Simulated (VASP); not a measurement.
# CdTe (P-6m2) in VASP: a series of runs, part 2 of 2

VASP 6.6.1.

## (4) Relaxation of cell and atoms, PBE

INCAR

```
PREC = Accurate
ENCUT = 600
EDIFF = 1E-6
ISMEAR = 0
SIGMA = 0.1
LREAL = False
LASPH = True
NELM = 100
ALGO = Normal
ISIF = 3
LWAVE = False
LCHARG = False
GGA = PE
IBRION = 2
NSW = 90
EDIFFG = -0.04
```

KPOINTS

```
regular mesh
0
Gamma
  6 6 6
```

POSCAR

```
CdTe
1.0
    3.8311533500      0.0000000000      0.0000000000
   -1.9155766800      3.3178761300      0.0000000000
    0.0000000000      0.0000000000      3.7298000200
Cd Te
1 1
Direct
    0.0000000000      0.0000000000      0.0000000000
    0.6666666700      0.3333333300      0.5000000000
```

Potentials or basis: VASP PAW PBE potentials, release 64 (Cd, Te).

Launch:

```
$ cat potpaw_PBE.64/Cd/POTCAR potpaw_PBE.64/Te/POTCAR > POTCAR
$ mpirun -np 1 vasp_std > vasp.out
```

OUTCAR:

```text
PREC = Accurate
   ENCUT = 600
   EDIFF = 1E-6
   ISMEAR = 0
   LREAL = False
   LASPH = True
   NELM = 100
   ISIF = 3
   GGA = PE
   IBRION = 2
   NSW = 90
   EDIFFG = -0.04

 ion  position               nearest neighbor table
   1  0.000  0.000  0.000-   2 2.89   2 2.89   2 2.89   2 2.89   2 2.89   2 2.89
   2  0.667  0.333  0.500-   1 2.89   1 2.89   1 2.89   1 2.89   1 2.89   1 2.89

  LATTYP: Found a hexagonal cell.
 ALAT       =     3.8311533500
 C/A-ratio  =     0.9735449561

  Lattice vectors:

 A1 = (   3.8311533500,   0.0000000000,   0.0000000000)
 A2 = (  -1.9155766800,   3.3178761300,   0.0000000000)
 A3 = (   0.0000000000,   0.0000000000,   3.7298000200)

Analysis of symmetry for initial positions (statically):
=====================================================================
[... 676 lines left out ...]

 number of electron      18.0000011 magnetization

------------------------ aborting loop because EDIFF is reached ----------------------------------------
[... 67 lines left out ...]
--------------------------------------- Ionic step       12  -------------------------------------------

 number of electron      18.0000012 magnetization

 Free energy of the ion-electron system (eV)
  ---------------------------------------------------
  ext. energy  EPLUGINS =         0.00000000
  ---------------------------------------------------
  free energy    TOTEN  =        -4.16801237 eV

  energy without entropy =       -4.16437668  energy(sigma->0) =       -4.16619453

 E-fermi :   3.9873     XC(G=0):  -9.4100

 val. band max:        3.7510444122   @ k =   0.0000   0.0000   0.5000
 cond. band min:       4.0025602408   @ k =   0.5000   0.0000   0.3333
 fundamental gap:      0.2515158286
 Fermi energy:         3.9872567448

 k-point     1 :       0.0000    0.0000    0.0000
  band No.  band energies     occupation
      1      -8.0276      2.00000
      2      -4.8421      2.00000
      3      -4.7746      2.00000
      4      -4.7746      2.00000
      5      -4.6201      2.00000
      6      -4.6201      2.00000
      7       2.8533      2.00000
      8       2.8533      2.00000
      9       3.1133      2.00000
     10       3.4533      2.00000
     11       8.1929      0.00000
     12       8.1929      0.00000
     13       9.1075      0.00000
[... 397 lines left out ...]
  FREE ENERGIE OF THE ION-ELECTRON SYSTEM (eV)
  ---------------------------------------------------
  free  energy   TOTEN  =        -4.1680123708 eV

  energy  without entropy=       -4.1643766841  energy(sigma->0) =       -4.16619453

 reached required accuracy - stopping structural energy minimisation
```

CONTCAR:

```text
CdTe
   1.00000000000000
     4.3384053599805581   -0.0000000008280352    0.0000000000000000
    -2.1692026863693883    3.7571692584801246    0.0000000000000001
    -0.0000000000000000    0.0000000000000000    3.6920962826565318
  Cd              Te
     1     1
Direct
     0.0000000000000000    0.0000000000000000    0.0000000000000000
     0.6666666699999979    0.3333333300000021    0.5000000000000000

  0.00000000E+00  0.00000000E+00  0.00000000E+00
  0.00000000E+00  0.00000000E+00  0.00000000E+00
```

It took 98 s on 1 thread of Intel Xeon Platinum 8488C (Sapphire Rapids), shared host; peak memory 0.2 GiB.

Results:

```yaml
Free_energy: -4.1680 eV
Relaxed_volume: 30.09 Å³/atom
Relaxed_cell: a = 4.338 Å, b = 4.338 Å, c = 3.692 Å, α = 90.00°, β = 90.00°, γ = 120.00°
Space_group_after_relaxing_to_0.1_Å: P-6m2 (No. 187)
Energy_gained_by_relaxing: 257.3 meV/atom
Ionic_steps: 12
Pressure_after_relaxing: 0.0 GPa
Band_gap_on_the_k_mesh: zero (bands 9 and 10 overlap by 2.06 eV)
```

Step by step:
| step | energy change (eV) | largest force (eV/Å) | pressure (GPa) | volume (Å³) |
| --- | --- | --- | --- | --- |
| 1 | 0.0000 | 0.0000 | 15.34 | 47.41 |
| 2 | -0.3863 | 0.0000 | -3.21 | 64.75 |
| 3 | -0.4502 | 0.0000 | 0.07 | 58.77 |
| 4 | -0.4502 | 0.0000 | -0.08 | 59.01 |
| 5 | -0.4685 | 0.0000 | -0.10 | 59.18 |
| 6 | -0.4939 | 0.0000 | 0.10 | 59.41 |
| 7 | -0.5077 | 0.0000 | 0.63 | 59.65 |
| 8 | -0.5114 | 0.0000 | 0.34 | 59.57 |
| 9 | -0.5138 | 0.0000 | 0.43 | 59.61 |
| 10 | -0.5138 | 0.0000 | 0.44 | 59.61 |
| 11 | -0.5134 | 0.0000 | -0.44 | 60.92 |
| 12 | -0.5146 | 0.0000 | 0.04 | 60.18 |

Final structure:
```
Cd Te
1.0
     4.33841    0.00000    0.00000
    -2.16920    3.75717    0.00000
     0.00000    0.00000    3.69210
Cd Te
1 1
Direct
  0.00000 0.00000 0.00000
  0.66667 0.33333 0.50000
```

Caveat: the volume moved by over 15 % at a fixed basis, so the end points are rough; spin-orbit coupling is left out, which moves the levels of the heavy elements.

## (5) Single point, PBE

This run uses another cell than the first one, of 29.84 Å³/atom.

INCAR

```
SYSTEM = CdTe
PREC = Accurate
ENCUT = 520
EDIFF = 1E-6
ISMEAR = 0
SIGMA = 0.1
LREAL = .FALSE.
LASPH = .TRUE.
NELM = 80
ALGO = Normal
ISIF = 2
LWAVE = .FALSE.
LCHARG = .FALSE.
GGA = PE
NBANDS = 16
```

KPOINTS

```
regular mesh
0
G
  18 18 16
  0 0 0
```

POSCAR

```
CdTe
1.0
    4.2875183392      0.0000000000      0.0000000000
   -2.1437591696      3.7130998009      0.0000000000
    0.0000000000      0.0000000000      3.7482359121
Cd Te
1 1
Direct
    0.0000000000      0.0000000000      0.0000000000
    0.6666666667      0.3333333333      0.5000000000
```

Launch:

```
$ cat potpaw_PBE.64/Cd/POTCAR potpaw_PBE.64/Te/POTCAR > POTCAR
$ mpirun -np 1 vasp_std > vasp.out
```

Run time: 2.1 min. Hardware: 1 thread of Intel Xeon Platinum 8488C (Sapphire Rapids), shared host; peak memory 0.44 GiB.

Results (log left out):

| Property | Result |
| --- | --- |
| Free energy | -4.1538 eV |
| Pressure | 0.1 GPa |
| Band gap on the k mesh | zero (bands 9 and 10 overlap by 1.91 eV) |

Levels at points of the mesh, in eV from the Fermi level:
```tsv
k point	band 6	band 7	band 8	band 9	band 10	band 11	band 12	band 13
(0.00, 0.00, 0.00)	-8.25	-0.68	-0.68	-0.46	-0.46	4.71	4.71	5.32
(0.50, 0.00, 0.00)	-8.16	-5.17	-1.92	0.61	1.28	5.33	6.29	6.46
(0.00, 0.00, 0.50)	-8.28	-5.50	0.15	0.15	3.32	3.85	5.79	5.79
(0.50, 0.00, 0.50)	-7.84	-3.87	-3.17	-1.15	-0.26	3.87	4.00	5.08
```

Caveat: spin-orbit coupling is left out, which moves the levels of the heavy elements.

## (6) Relaxation of cell and atoms, PBE

This run uses another cell than the first one, of 29.92 Å³/atom.

INCAR

```
  ALGO = Normal
  EDIFF = 1E-6
  EDIFFG = -0.01
  ENCUT = 600
  GGA = PE
  IBRION = 2
  ISIF = 3
  ISMEAR = 0
  LASPH = T
  LCHARG = F
  LREAL = F
  LWAVE = F
  NELM = 80
  NSW = 100
  PREC = Accurate
  SIGMA = 0.1
```

KPOINTS

```
k-points
0
Gamma
  18 18 16
```

POSCAR

```
CdTe
1.0
    4.3239072571      0.0000000000      0.0000000000
   -2.1619536285      3.7446135282      0.0000000000
    0.0000000000      0.0000000000      3.6954606715
Cd Te
1 1
Direct
    0.0000000000      0.0000000000      0.0000000000
    0.6666666667      0.3333333333      0.5000000000
```

Potentials or basis: VASP PAW PBE potentials, release 64 (Cd, Te).

Launch:

```
$ cat potpaw_PBE.64/Cd/POTCAR potpaw_PBE.64/Te/POTCAR > POTCAR
$ mpirun -np 1 vasp_std > vasp.out
```

It took 9.2 min on 1 thread of Intel Xeon Platinum 8488C (Sapphire Rapids), shared host; peak memory 0.5 GiB.

The run converged. Its results:

| Item | Value |
| --- | --- |
| Free energy | -4.1536 eV |
| Relaxed volume | 29.87 Å³/atom |
| Relaxed cell | a = 4.287 Å, b = 4.287 Å, c = 3.753 Å, α = 90.00°, β = 90.00°, γ = 120.00° |
| Space group after relaxing (to 0.1 Å) | P-6m2 (No. 187) |
| Energy gained by relaxing | 1.1 meV/atom |
| Ionic steps | 7 |
| Pressure after relaxing | 0.0 GPa |
| Band gap on the k mesh | zero (bands 9 and 10 overlap by 1.90 eV) |

The path:
```csv
step,energy change (eV),largest force (eV/Å),pressure (GPa),volume (Å³)
1,0.0000,0.0000,0.20,59.83
2,-0.0011,0.0000,-0.08,60.16
3,-0.0012,0.0000,-0.30,60.41
4,-0.0012,0.0000,-0.24,60.33
5,-0.0019,0.0000,-0.15,60.07
6,-0.0021,0.0000,0.06,59.66
7,-0.0021,0.0000,0.02,59.74
```

Final structure:
```
Cd Te
1.0
     4.28731    0.00000    0.00000
    -2.14366    3.71292    0.00000
     0.00000    0.00000    3.75305
Cd Te
1 1
Direct
  0.00000 0.00000 0.00000
  0.66667 0.33333 0.50000
```

Levels at points of the mesh, in eV from the Fermi level:
| k point | band 5 | band 6 | band 7 | band 8 | band 9 | band 10 | band 11 | band 12 | band 13 |
| --- | --- | --- | --- | --- | --- | --- | --- | --- | --- |
| (0.00, 0.00, 0.00) | -8.25 | -8.25 | -0.67 | -0.67 | -0.47 | -0.46 | 4.72 | 4.72 | 5.32 |
| (0.50, 0.00, 0.00) | -8.26 | -8.16 | -5.16 | -1.91 | 0.60 | 1.29 | 5.32 | 6.28 | 6.45 |
| (0.00, 0.00, 0.50) | -8.33 | -8.28 | -5.49 | 0.15 | 0.15 | 3.33 | 3.85 | 5.79 | 5.79 |
| (0.50, 0.00, 0.50) | -8.12 | -7.84 | -3.85 | -3.17 | -1.15 | -0.26 | 3.88 | 4.01 | 5.09 |

Caveat: spin-orbit coupling is left out, which moves the levels of the heavy elements.

## (7) The runs side by side

| task | cell | k mesh | cutoff (eV) | gap on the mesh (eV) | pressure (GPa) | relaxed volume (Å³/atom) |
| --- | --- | --- | --- | --- | --- | --- |
| single point | a = 3.831, b = 3.831, c = 3.730 Å, angles 90.0, 90.0, 120.0°, 2 atoms | 6 × 6 × 6 | 520 | none | 15.4 | - |
| single point | a = 4.324, b = 4.324, c = 3.695 Å, angles 90.0, 90.0, 120.0°, 2 atoms | 6 × 6 × 6 | 520 | none | 0.3 | - |
| relaxation of cell and atoms | relaxed from a = 3.831, b = 3.831, c = 3.730 Å, angles 90.0, 90.0, 120.0°, 2 atoms | 6 × 6 × 6 | 600 | none | 0.0 | 30.09 |
| single point | a = 4.288, b = 4.288, c = 3.748 Å, angles 90.0, 90.0, 120.0°, 2 atoms | 18 × 18 × 16 | 520 | none | 0.1 | - |
| relaxation of cell and atoms | relaxed from a = 4.324, b = 4.324, c = 3.695 Å, angles 90.0, 90.0, 120.0°, 2 atoms | 18 × 18 × 16 | 600 | none | 0.0 | 29.87 |

Alike in all rows: level PBE; potentials or basis VASP PAW PBE potentials, release 64 (Cd, Te); no spin polarisation; smearing gaussian 0.1 eV.

Caveats: spin-orbit coupling is left out, which moves the levels of the heavy elements; the cell stands under pressure (at least some runs); the volume moved by over 15 % at a fixed basis, so the end points are rough (at least some runs).

Total energies depend on the potentials used, so only differences within one code and one set of settings carry meaning.
